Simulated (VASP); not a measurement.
# Al (Fm-3m) in VASP: single point with LDA

Aim: the single point of Al with LDA.

All numbers are computed with VASP 6.6.1; they aren't measurements. Logs are shortened: lines on timing, memory, paths and dates and some standing lists are left out, and cuts for length are marked.

**1. The cell of the first run**

It takes space group Fm-3m (No. 225, cubic). The conventional cell has a = 3.984 Å, b = 3.984 Å, c = 3.984 Å, α = 90.00°, β = 90.00°, γ = 90.00°. Within 3.7 Å of Al (site symmetry m-3m) lie 12 Al at 2.82 Å.

**2. Single point, LDA**

The input, INCAR:

```
PREC = Accurate
ENCUT = 500
EDIFF = 1E-6
ISMEAR = 0
SIGMA = 0.15
LREAL = False
LASPH = True
NELM = 120
ALGO = Normal
ISIF = 2
LWAVE = False
LCHARG = True
GGA = CA
LELF = True
LVHAR = True
NBANDS = 14
GGA_COMPAT = False
```

The input, KPOINTS:

```
regular mesh
0
Gamma
  8 8 8
```

The input, POSCAR:

```
Al
1.0
    3.9836179013      0.0000000000      0.0000000000
    0.0000000000     -3.9836179013      0.0000000000
    0.0000000000      0.0000000000     -3.9836179013
Al
4
Direct
    0.0000000000      0.5000000000      0.5000000000
    0.5000000000      0.0000000000      0.5000000000
    0.5000000000      0.5000000000      0.0000000000
    0.0000000000      0.0000000000      0.0000000000
```

Potentials or basis: VASP PAW LDA potentials, release 64 (Al).

The run is started by

```console
$ cat potpaw_LDA.64/Al/POTCAR > POTCAR
$ mpirun -np 1 vasp_std > vasp.out
```

OUTCAR:

```text
PREC = Accurate
   ENCUT = 500
   EDIFF = 1E-6
   ISMEAR = 0
   LREAL = False
   LASPH = True
   NELM = 120
   ISIF = 2
   GGA = CA

 ion  position               nearest neighbor table
   1  0.000  0.500  0.500-   2 2.82   3 2.82   4 2.82   3 2.82   4 2.82   2 2.82   4 2.82   4 2.82
                             2 2.82   3 2.82   3 2.82   2 2.82
   2  0.500  0.000  0.500-   1 2.82   3 2.82   4 2.82   3 2.82   4 2.82   1 2.82   3 2.82   3 2.82
                             1 2.82   4 2.82   4 2.82   1 2.82
   3  0.500  0.500  0.000-   1 2.82   2 2.82   4 2.82   1 2.82   2 2.82   2 2.82   4 2.82   2 2.82
                             1 2.82   4 2.82   1 2.82   4 2.82
   4  0.000  0.000  0.000-   1 2.82   2 2.82   3 2.82   1 2.82   2 2.82   1 2.82   3 2.82   1 2.82
                             2 2.82   3 2.82   2 2.82   3 2.82

  LATTYP: Found a simple cubic cell.
 ALAT       =     3.9836179013

  Lattice vectors:

 A1 = (   3.9836179013,   0.0000000000,   0.0000000000)
 A2 = (   0.0000000000,  -3.9836179013,   0.0000000000)
 A3 = (   0.0000000000,   0.0000000000,  -3.9836179013)

Analysis of symmetry for initial positions (statically):
=====================================================================
 Subroutine PRICEL returns following result:

  LATTYP: Found a face centered cubic cell.
 ALAT       =     3.9836179013

  Lattice vectors:

 A1 = (   1.9918089507,   1.9918089507,   0.0000000000)
 A2 = (   1.9918089507,   0.0000000000,  -1.9918089506)
 A3 = (   0.0000000000,   1.9918089507,  -1.9918089507)

   4 primitive cells build up your supercell.

 Routine SETGRP: Setting up the symmetry group for a
 simple cubic supercell.

 Subroutine GETGRP returns: Found 48 space group operations
 (whereof 48 operations were pure point group operations)
 out of a pool of 48 trial point group operations.

The static configuration has the point symmetry O_h .

Analysis of symmetry for dynamics (positions and initial velocities):
=====================================================================
 Subroutine PRICEL returns following result:

  LATTYP: Found a face centered cubic cell.
 ALAT       =     3.9836179013

  Lattice vectors:

 A1 = (   1.9918089507,   1.9918089507,   0.0000000000)
 A2 = (   1.9918089507,   0.0000000000,  -1.9918089506)
 A3 = (   0.0000000000,   1.9918089507,  -1.9918089507)

   4 primitive cells build up your supercell.

 Routine SETGRP: Setting up the symmetry group for a
 simple cubic supercell.

 Subroutine GETGRP returns: Found 48 space group operations
 (whereof 48 operations were pure point group operations)
 out of a pool of 48 trial point group operations.

The dynamic configuration has the point symmetry O_h .

 Subroutine INISYM returns: Found 48 space group operations
 (whereof 48 operations are pure point group operations),
 and found     4 'primitive' translations

----------------------------------------------------------------------------------------

                                     Primitive cell

  volume of cell :      15.8042

  direct lattice vectors                    reciprocal lattice vectors
     1.991808951  1.991808951  0.000000000     0.251028092  0.251028092  0.251028092
     1.991808951  0.000000000 -1.991808951     0.251028092 -0.251028092 -0.251028092
     0.000000000  1.991808951 -1.991808951    -0.251028092  0.251028092 -0.251028092

  length of vectors
     2.816843232  2.816843232  2.816843232     0.434793409  0.434793409  0.434793409

  position of ions in fractional coordinates (direct lattice)
     0.000000000  0.000000000  0.000000000

  ion indices of the primitive-cell ions
   primitive index   ion index
                 1           1

----------------------------------------------------------------------------------------

 KPOINTS: regular mesh

Automatic generation of k-mesh.
 Grid dimensions read from file:
 generate k-points for:    8    8    8

 Generating k-lattice:

  Cartesian coordinates                     Fractional coordinates (reciprocal lattice)
     0.031378511  0.000000000  0.000000000     0.125000000  0.000000000  0.000000000
     0.000000000 -0.031378511  0.000000000     0.000000000  0.125000000  0.000000000
     0.000000000  0.000000000 -0.031378511     0.000000000  0.000000000  0.125000000

  Length of vectors
     0.031378511  0.031378511  0.031378511

  Shift w.r.t. Gamma in fractional coordinates (k-lattice)
     0.000000000  0.000000000  0.000000000

 Subroutine IBZKPT returns following result:
 ===========================================

 Found     35 irreducible k-points:

 Following reciprocal coordinates:
            Coordinates               Weight
  0.000000  0.000000  0.000000      1.000000
  0.125000  0.000000  0.000000      6.000000
  0.250000  0.000000  0.000000      6.000000
  0.375000  0.000000  0.000000      6.000000
  0.500000  0.000000  0.000000      3.000000
  0.125000  0.125000  0.000000     12.000000
[... 16 lines left out ...]
  0.375000  0.375000  0.125000     24.000000
  0.500000  0.375000  0.125000     24.000000
 [... further k-points ...]
   k-points           NKPTS =     35   k-points in BZ     NKDIM =     35   number of bands    NBANDS=     14
   number of dos      NEDOS =    301   number of ions     NIONS =      4
   total plane-waves  NPLWV =  27000
   dimension x,y,z NGX =    30 NGY =   30 NGZ =   30
   dimension x,y,z NGXF=    60 NGYF=   60 NGZF=   60
   ions per type =               4
   NGX,Y,Z   is equivalent  to a cutoff of  12.52, 12.52, 12.52 a.u.
   NGXF,Y,Z  is equivalent  to a cutoff of  25.04, 25.04, 25.04 a.u.
 SYSTEM =  unknown system
   PREC   = accura    normal or accurate (medium, high low for compatibility)
   ISTART =      0    job   : 0-new  1-cont  2-samecut
   ICHARG =      2    charge: 1-file 2-atom 10-const
   ISPIN  =      1    spin polarized calculation?
   LNONCOLLINEAR =      F non collinear calculations
   LSORBIT =      F    spin-orbit coupling
   LASPH  =      T    aspherical Exc in radial PAW
   ENCUT  =  500.0 eV  36.75 Ry    6.06 a.u.   7.26  7.26  7.26*2*pi/ulx,y,z
   NELM   =    120;   NELMIN=  2; NELMDL= -5     # of ELM steps
   EDIFF  = 0.1E-05   stopping-criterion for ELM
   LREAL  =      F    real-space projection
   EDIFFG = 0.1E-04   stopping-criterion for IOM
   NSW    =      0    number of steps for IOM
   IBRION =     -1    ionic relax: 0-MD 1-quasi-New 2-CG
   NFREE  =      0    steps in history (QN), initial steepest desc. (CG)
   ISIF   =      2    stress and relaxation
   ISYM   =      2    0-nonsym 1-usesym 2-fastsym
   POTIM  = 0.5000    time-step for ionic-motion
   TEBEG  =    0.0;   TEEND  =   0.0 temperature during run
   PSTRESS=    0.0 pullay stress
   NELECT =      12.0000    total number of electrons
   NUPDOWN=      -1.0000    fix difference up-down
   EMIN   =  10.00;   EMAX   =-10.00  energy-range for DOS
   EFERMI =   0.00;   METHOD = LEGACY
   ISMEAR =     0;   SIGMA  =   0.15  broadening in eV -4-tet -1-fermi 0-gaus
   EFERMI_NEDOS =   21; number of points for ismear=-14 and -15
   IALGO  =     38    algorithm
   IMIX   =      4    mixing-type and parameters
     AMIX     =   0.40;   BMIX     =  1.00
     AMIX_MAG =   1.60;   BMIX_MAG =  1.00
  volume/ion in A,a.u.               =      15.80       106.65
  Fermi-wavevector in a.u.,A,eV,Ry     =   0.940858  1.777964 12.044073  0.885214
  Thomas-Fermi vector in A             =   2.068312
   LORBIT       =      0    0 simple, 1 ext, 2 COOP (PROOUT), +10 PAW based schemes
   GGA     = CA    functional components
   LHFCALC =     F    Hartree Fock is set to
   AEXX    =    0.0000 exact exchange contribution
   IVDW    =     0    specifies the selected vdW correction
   LEPSILON=     F    determine dielectric tensor
   LRPA    =     F    only Hartree local field effects (RPA)
 non-spin polarized calculation
 Gauss-broadening in eV      SIGMA  =   0.15
  energy-cutoff  :      500.00
  volume of cell :       63.22
 maximum number of plane-waves:      1640
 NGX is ok and might be reduce to    30
   NGX = 15   NGY = 15   NGZ = 15

 number of electron      12.0000000 magnetization

 Free energy of the ion-electron system (eV)
  ---------------------------------------------------
  ext. energy  EPLUGINS =         0.00000000
  ---------------------------------------------------
  free energy    TOTEN  =       -16.78862333 eV

  energy without entropy =      -16.77299338  energy(sigma->0) =      -16.78080836

 E-fermi :   8.3623     XC(G=0): -10.5035

 val. band max:        8.1508264556   @ k =   0.3750   0.2500   0.2500
 cond. band min:       8.3702347935   @ k =   0.1250   0.0000   0.0000
 fundamental gap:      0.2194083379
 Fermi energy:         8.3623148602

 k-point     1 :       0.0000    0.0000    0.0000
  band No.  band energies     occupation
      1      -3.1540      2.00000
      2       5.2443      2.00000
      3       5.2443      2.00000
      4       5.2443      2.00000
      5       6.6237      2.00000
      6       6.6237      2.00000
      7       6.6237      2.00000
      8      13.5511      0.00000
      9      13.5511      0.00000
     10      13.5511      0.00000
     11      13.9832      0.00000
     12      13.9832      0.00000
     13      13.9832      0.00000
     14      13.9832      0.00000

 k-point     2 :       0.1250    0.0000    0.0000
  band No.  band energies     occupation
      1      -3.0086      2.00000
      2       3.7467      2.00000
      3       5.3764      2.00000
      4       5.3764      2.00000
      5       6.7629      2.00000
      6       6.7629      2.00000
      7       8.3702      0.94048
      8      11.7515      0.00000
      9      11.7515      0.00000
     10      13.1201      0.00000
     11      13.1201      0.00000
     12      13.6945      0.00000
     13      14.1050      0.00000
     14      14.1050      0.00000

 k-point     3 :       0.2500    0.0000    0.0000
  band No.  band energies     occupation
      1      -2.5736      2.00000
      2       1.9734      2.00000
      3       5.7730      2.00000
      4       5.7730      2.00000
      5       7.1743      2.00000
      6       7.1743      2.00000
      7      10.0218      0.00000
      8      10.0218      0.00000
      9      10.8894      0.00000
     10      11.6519      0.00000
     11      11.6519      0.00000
     12      14.1241      0.00000
     13      14.4704      0.00000
     14      14.4704      0.00000

 k-point     4 :       0.3750    0.0000    0.0000
  band No.  band energies     occupation
      1      -1.8517      2.00000
      2       0.4311      2.00000
      3       6.4348      2.00000
      4       6.4348      2.00000
      5       7.8231      2.00000
      6       7.8231      2.00000
      7       8.5583      0.06463
      8       8.5583      0.06463
      9      10.2886      0.00000
     10      10.2886      0.00000
     11      13.6712      0.00000
     12      14.8373      0.00000
     13      15.0801      0.00000
     14      15.0801      0.00000

 k-point     5 :       0.5000    0.0000    0.0000
  band No.  band energies     occupation
      1      -0.8478      2.00000
      2      -0.8478      2.00000
      3       7.3629      2.00000
      4       7.3629      2.00000
      5       7.3629      2.00000
      6       7.3629      2.00000
      7       8.3775      0.88606
      8       8.3775      0.88606
      9       9.4883      0.00000
     10       9.4883      0.00000
     11      15.8284      0.00000
[... 276 lines left out ...]
 k-point    22 :       0.5000    0.2500    0.1250
  band No.  band energies     occupation
      1      -0.1352      2.00000
      2      -0.1352      2.00000
      3       4.3241      2.00000
      4       4.3241      2.00000
      5       6.4945      2.00000
      6       6.4945      2.00000
      7      10.7829      0.00000
      8      10.7829      0.00000
      9      11.0834      0.00000
     10      11.0834      0.00000
     11      13.2488      0.00000
     12      13.2488      0.00000
     13      15.1994      0.00000
     14      15.1994      0.00000

 k-point    23 :       0.3750    0.3750    0.1250
  band No.  band energies     occupation
      1      -0.4196      2.00000
      2       1.8390      2.00000
      3       1.8390      2.00000
      4       4.0551      2.00000
      5       6.2246      2.00000
      6       8.3794      0.87207
      7       8.3794      0.87207
      8      10.5249      0.00000
      9      10.8490      0.00000
     10      12.9322      0.00000
     11      12.9322      0.00000
     12      15.0130      0.00000
     13      15.0541      0.00000
     14      15.0541      0.00000

 k-point    24 :       0.5000    0.3750    0.1250
  band No.  band energies     occupation
      1       0.5737      2.00000
      2       0.5737      2.00000
      3       2.8151      2.00000
      4       2.8151      2.00000
      5       7.1684      2.00000
      6       7.1684      2.00000
      7       9.3215      0.00000
      8       9.3215      0.00000
      9      11.7767      0.00000
     10      11.7767      0.00000
     11      13.8641      0.00000
     12      13.8641      0.00000
     13      15.8714      0.00000
     14      15.8714      0.00000

 [... further k-points ...]
[... 5 lines left out ...]
  --------------------------------------------------------------------------------------
  -------------------------------------------------------------------------------------
  Total        0.1566053      0.1566053      0.1566053      0.0000000      0.0000000     -0.0000000
  in kB        3.9690254      3.9690254      3.9690254      0.0000000      0.0000000     -0.0000000
  external PRESSURE =       3.9690254 kB  Pullay stress =       0.0000000 kB

 VOLUME and BASIS-vectors are now :
 -----------------------------------------------------------------------------
  energy-cutoff  :      500.00
  volume of cell :       63.22
      direct lattice vectors                 reciprocal lattice vectors
     3.983617901  0.000000000  0.000000000     0.251028092  0.000000000  0.000000000
     0.000000000 -3.983617901  0.000000000     0.000000000 -0.251028092  0.000000000
     0.000000000  0.000000000 -3.983617901     0.000000000  0.000000000 -0.251028092

 POSITION                                       TOTAL-FORCE (eV/Angst)
 -----------------------------------------------------------------------------------
      0.00000     -1.99181     -1.99181        -0.000000     -0.000000     -0.000000
      1.99181      0.00000     -1.99181        -0.000000      0.000000      0.000000
      1.99181     -1.99181      0.00000        -0.000000     -0.000000     -0.000000
      0.00000      0.00000      0.00000         0.000000     -0.000000      0.000000
 -----------------------------------------------------------------------------------
    total drift:                               -0.000000      0.000000     -0.000000

  FREE ENERGIE OF THE ION-ELECTRON SYSTEM (eV)
  ---------------------------------------------------
  free  energy   TOTEN  =       -16.7886233293 eV

  energy  without entropy=      -16.7729933841  energy(sigma->0) =      -16.78080836
```

Wall time 37 s (1 thread of Intel Xeon 8259CL, shared host); peak memory 0.15 GiB.

Results:

```yaml
Free_energy: -16.7886 eV
Pressure: 0.4 GPa
Band_gap_on_the_k_mesh: zero (bands 6 and 7 overlap by 5.70 eV)
```
